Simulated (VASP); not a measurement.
# Li (Fm-3m) in VASP: a series of runs, part 3 of 3

VASP 6.6.1. Earlier steps stand in the parts before.

## Step 6: Single point, revPBE (21.96 Å³/atom)

This run uses another cell than the first one, of 21.96 Å³/atom.

INCAR

```
SYSTEM = Li
ALGO = Normal ; EDIFF = 1E-6
ENCUT = 520 ; GGA = RE
ISIF = 2 ; ISMEAR = -1
LASPH = .TRUE. ; LCHARG = .FALSE.
LREAL = .FALSE. ; LWAVE = .FALSE.
NBANDS = 8 ; NELM = 60
PREC = Accurate ; SIGMA = 0.1
```

KPOINTS

```
k-points
0
G
  14 14 14
  0 0 0
```

POSCAR

```
Li
1.0
    0.0000000000      2.2226863277      2.2226863277
    2.2226863277      0.0000000000      2.2226863277
    2.2226863277      2.2226863277      0.0000000000
Li
1
Direct
    0.0000000000      0.0000000000      0.0000000000
```

Potentials or basis: VASP PAW PBE potentials, release 64 (Li_sv).

Launch:

```sh
> cat potpaw_PBE.64/Li_sv/POTCAR > POTCAR
> mpirun -np 1 vasp_std > vasp.out
```

OUTCAR:

```text
SYSTEM = Li
   EDIFF = 1E-6
   ENCUT = 520
   GGA = RE
   ISIF = 2
   ISMEAR = -1
   LASPH = .TRUE.
   LREAL = .FALSE.
   NELM = 60
   PREC = Accurate

 ion  position               nearest neighbor table
   1  0.000  0.000  0.000-

  LATTYP: Found a face centered cubic cell.
 ALAT       =     4.4453726554

  Lattice vectors:

 A1 = (   0.0000000000,   2.2226863277,   2.2226863277)
 A2 = (   2.2226863277,   0.0000000000,   2.2226863277)
 A3 = (   2.2226863277,   2.2226863277,   0.0000000000)

Analysis of symmetry for initial positions (statically):
=====================================================================
 Subroutine PRICEL returns:
 Original cell was already a primitive cell.

 Routine SETGRP: Setting up the symmetry group for a
 face centered cubic supercell.

 Subroutine GETGRP returns: Found 48 space group operations
 (whereof 48 operations were pure point group operations)
 out of a pool of 48 trial point group operations.

The static configuration has the point symmetry O_h .

Analysis of symmetry for dynamics (positions and initial velocities):
=====================================================================
 Subroutine PRICEL returns:
 Original cell was already a primitive cell.

 Routine SETGRP: Setting up the symmetry group for a
 face centered cubic supercell.

 Subroutine GETGRP returns: Found 48 space group operations
 (whereof 48 operations were pure point group operations)
 out of a pool of 48 trial point group operations.

The dynamic configuration has the point symmetry O_h .

 Subroutine INISYM returns: Found 48 space group operations
 (whereof 48 operations are pure point group operations),
 and found     1 'primitive' translations

----------------------------------------------------------------------------------------

                                     Primitive cell

  volume of cell :      21.9616

[... 100 lines left out ...]
   EFERMI =   0.00;   METHOD = LEGACY
   ISMEAR =    -1;   SIGMA  =   0.10  broadening in eV -4-tet -1-fermi 0-gaus
   EFERMI_NEDOS =   21; number of points for ismear=-14 and -15
   IALGO  =     38    algorithm
   IMIX   =      4    mixing-type and parameters
     AMIX     =   0.40;   BMIX     =  1.00
     AMIX_MAG =   1.60;   BMIX_MAG =  1.00
  volume/ion in A,a.u.               =      21.96       148.20
  Fermi-wavevector in a.u.,A,eV,Ry     =   0.843128  1.593282  9.671913  0.710866
  Thomas-Fermi vector in A             =   1.957946
   LORBIT       =      0    0 simple, 1 ext, 2 COOP (PROOUT), +10 PAW based schemes
   GGA     = RE    functional components
   LHFCALC =     F    Hartree Fock is set to
   AEXX    =    0.0000 exact exchange contribution
   IVDW    =     0    specifies the selected vdW correction
   LEPSILON=     F    determine dielectric tensor
   LRPA    =     F    only Hartree local field effects (RPA)
 non-spin polarized calculation
  energy-cutoff  :      520.00
  volume of cell :       21.96
 maximum number of plane-waves:       609
   NGX = 11   NGY = 11   NGZ = 11

 number of electron       3.0000010 magnetization

 Free energy of the ion-electron system (eV)
  ---------------------------------------------------
  ext. energy  EPLUGINS =         0.00000000
  ---------------------------------------------------
  free energy    TOTEN  =        -1.81861846 eV

  energy without entropy =       -1.80387112  energy(sigma->0) =       -1.81124479

 E-fermi :   0.4634     XC(G=0):  -6.7746

 val. band max:        0.3677996443   @ k =   0.5000   0.2143   0.0714
 cond. band min:       0.4716465173   @ k =   0.5000   0.3571   0.1429
 fundamental gap:      0.1038468730
 Fermi energy:         0.4634498742

 k-point     1 :       0.0000    0.0000    0.0000
  band No.  band energies     occupation
      1     -46.3417      2.00000
      2      -2.9939      2.00000
      3      14.2334      0.00000
      4      14.2336      0.00000
      5      14.2336      0.00000
      6      17.7866      0.00000
      7      17.7866      0.00000
      8      17.7866      0.00000
[... 243 lines left out ...]
 k-point    24 :       0.2857    0.1429    0.0000
  band No.  band energies     occupation
      1     -46.3340      2.00000
      2      -1.6823      2.00000
      3       8.5844      0.00000
      4      11.1289      0.00000
      5      13.1842      0.00000
      6      14.2981      0.00000
      7      16.3698      0.00000
      8      21.1031      0.00000

 [... further k-points ...]
[... 5 lines left out ...]
  --------------------------------------------------------------------------------------
  -------------------------------------------------------------------------------------
  Total       -0.0738065     -0.0738065     -0.0738065      0.0000000     -0.0000000      0.0000000
  in kB       -5.3844390     -5.3844390     -5.3844390      0.0000000     -0.0000000      0.0000000
  external PRESSURE =      -5.3844390 kB  Pullay stress =       0.0000000 kB

 VOLUME and BASIS-vectors are now :
 -----------------------------------------------------------------------------
  energy-cutoff  :      520.00
  volume of cell :       21.96
      direct lattice vectors                 reciprocal lattice vectors
     0.000000000  2.222686328  2.222686328    -0.224953019  0.224953019  0.224953019
     2.222686328  0.000000000  2.222686328     0.224953019 -0.224953019  0.224953019
     2.222686328  2.222686328  0.000000000     0.224953019  0.224953019 -0.224953019

 POSITION                                       TOTAL-FORCE (eV/Angst)
 -----------------------------------------------------------------------------------
      0.00000      0.00000      0.00000         0.000000      0.000000      0.000000
 -----------------------------------------------------------------------------------
    total drift:                               -0.000000     -0.000000     -0.000000

  FREE ENERGIE OF THE ION-ELECTRON SYSTEM (eV)
  ---------------------------------------------------
  free  energy   TOTEN  =        -1.8186184603 eV

  energy  without entropy=       -1.8038711158  energy(sigma->0) =       -1.81124479
```

stdout:

```text
POSCAR found type information on POSCAR Li
 POSCAR found :  1 types and       1 ions
 scaLAPACK will be used
 -----------------------------------------------------------------------------
|                                                                             |
|                                                                             |
|     You enforced a specific xc type in the INCAR file but a different       |
|     I HOPE YOU KNOW WHAT YOU ARE DOING!                                     |
|                                                                             |
 -----------------------------------------------------------------------------

 LDA part: xc-table for (Slater+PW92), standard interpolation
 POSCAR, INCAR and KPOINTS ok, starting setup
 FFT: planning ... GRIDC
 FFT: planning ... GRID_SOFT
 FFT: planning ... GRID
 WAVECAR not read
 entering main loop
```

It took 17 s on 1 thread of AMD EPYC 7R13, shared host; peak memory 0.1 GiB.

What came out:

| Property | Result |
| --- | --- |
| Free energy | -1.8186 eV |
| Band gap on the k mesh | zero (an odd number of electrons rules out a gap without spin polarisation) |

Levels at points of the mesh, in eV from the Fermi level:
| k point | band 1 | band 2 | band 3 | band 4 | band 5 | band 6 |
| --- | --- | --- | --- | --- | --- | --- |
| (0.00, 0.00, 0.00) | -46.81 | -3.46 | 13.77 | 13.77 | 13.77 | 17.32 |
| (0.50, 0.00, 0.00) | -46.79 | 0.04 | 2.69 | 12.12 | 12.12 | 15.75 |
| (0.50, 0.50, 0.00) | -46.79 | 1.51 | 4.43 | 8.09 | 8.09 | 10.10 |

Caveat: the cutoff is under 1.25 times the usual one of these potentials, so pressure, stress and relaxed cells hold a basis-set (Pulay) error; the PAW data sets were made with another functional, which shifts forces and pressure a little.

## Step 7: Single point, revPBE (23.65 Å³/atom)

This run uses another cell than the first one, of 23.65 Å³/atom.

INCAR

```
SYSTEM = Li
PREC     = Accurate       ! precision mode
ENCUT    = 520            ! plane-wave cutoff, eV
EDIFF    = 1E-7           ! SCF threshold, eV
ISMEAR   = -1             ! smearing method
SIGMA    = 0.1            ! smearing width, eV
LREAL    = .False.        ! projectors in reciprocal space
LASPH    = .True.         ! aspherical terms in the spheres
NELM     = 80             ! most SCF steps
ALGO     = Normal         ! electronic algorithm
ISIF     = 2              ! what is computed and relaxed
LWAVE    = .False.        ! write WAVECAR
LCHARG   = .True.         ! write CHGCAR
GGA      = RE             ! functional
LELF     = .True.         ! ELF
LVHAR    = .True.       
NBANDS   = 8              ! bands
```

KPOINTS

```
Automatic mesh
0
Gamma
  14 14 14
  0 0 0
```

POSCAR

```
Li
1.0
    0.0000000000      2.2782763705      2.2782763705
    2.2782763705      0.0000000000      2.2782763705
    2.2782763705      2.2782763705      0.0000000000
Li
1
Direct
    0.0000000000      0.0000000000      0.0000000000
```

Launch:

```sh
> cat potpaw_PBE.64/Li_sv/POTCAR > POTCAR
> mpirun -np 1 vasp_std > vasp.out
```

Wall time 25 s (1 thread of AMD EPYC 7R13, shared host); peak memory 0.11 GiB.

It converged, with:

```
Free energy            : -1.8098 eV
Band gap on the k mesh : zero (an odd number of electrons rules out a gap without spin polarisation)
```

Levels at points of the mesh, in eV from the Fermi level:
```tsv
k point	band 1	band 2	band 3	band 4	band 5	band 6	band 7
(0.00, 0.00, 0.00)	-46.94	-3.36	13.06	13.06	13.06	16.52	16.52
(0.50, 0.00, 0.00)	-46.93	0.06	2.47	11.50	11.50	15.03	15.03
(0.50, 0.50, 0.00)	-46.93	1.46	4.18	7.70	7.70	9.65	13.53
```

Caveat: the cutoff is under 1.25 times the usual one of these potentials, so pressure, stress and relaxed cells hold a basis-set (Pulay) error; the PAW data sets were made with another functional, which shifts forces and pressure a little.

## Step 8: Summary

| cell | gap on the mesh (eV) |
| --- | --- |
| a = 2.973 Å, angles 60.0°, 1 atom | none |
| a = 3.017 Å, angles 60.0°, 1 atom | none |
| a = 3.061 Å, angles 60.0°, 1 atom | none |
| a = 3.103 Å, angles 60.0°, 1 atom | none |
| a = 3.143 Å, angles 60.0°, 1 atom | none |
| a = 3.222 Å, angles 60.0°, 1 atom | none |

Alike in all rows: task single point; level revPBE; potentials or basis VASP PAW PBE potentials, release 64 (Li_sv); no spin polarisation; k mesh 14 × 14 × 14; cutoff (eV) 520; smearing fermi-dirac 0.1 eV.

Caveats: the cutoff is under 1.25 times the usual one of these potentials, so pressure, stress and relaxed cells hold a basis-set (Pulay) error; the PAW data sets were made with another functional, which shifts forces and pressure a little.

Absolute energies hang on the potentials; compare differences alone.
